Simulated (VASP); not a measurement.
Input of a VASP 6.6.1 run:

INCAR

```
ALGO     = Normal         # electronic algorithm
EDIFF    = 1E-7           # SCF threshold, eV
ENCUT    = 520            # plane-wave cutoff, eV
GGA      = PS             # functional
ISIF     = 2              # what is computed and relaxed
ISMEAR   = 1              # smearing method
LASPH    = True           # aspherical terms in the spheres
LCHARG   = True           # write CHGCAR
LELF     = True           # ELF
LREAL    = False          # projectors in reciprocal space
LVHAR    = True         
LWAVE    = False          # write WAVECAR
NBANDS   = 26             # bands
NELM     = 60             # most SCF steps
PREC     = Accurate       # precision mode
SIGMA    = 0.1            # smearing width, eV
```

Contents of KPOINTS:

```
k-points
0
Gamma
  7 7 7
```

POSCAR

```
WC
1.0
    0.0000000000      2.1926840000      2.1926840000
    2.1926840000      0.0000000000      2.1926840000
    4.3853680000      4.3853680000      0.0000000000
W C
2 2
Direct
    0.0000000000      0.0000000000      0.0000000000
    0.0000000000      0.0000000000      0.5000000000
    0.5000000000      0.5000000000      0.2500000000
    0.5000000000      0.5000000000      0.7500000000
```

Potentials or basis: VASP PAW PBE potentials, release 64 (W_sv, C).

The run is started by

```bash
$ cat potpaw_PBE.64/W_sv/POTCAR potpaw_PBE.64/C/POTCAR > POTCAR
$ mpirun -np 1 vasp_std > vasp.out
```

Question: Predict the band gap on the k mesh.

Answer: Zero (band 18 reaches 13.03 eV, above the bottom of band 19 at 11.22 eV).

Question: Estimate the pressure.

Answer: -9.2 GPa.

Caveat: the PAW data sets were made with another functional, which shifts forces and pressure a little; spin-orbit coupling is left out, which moves the levels of the heavy elements.
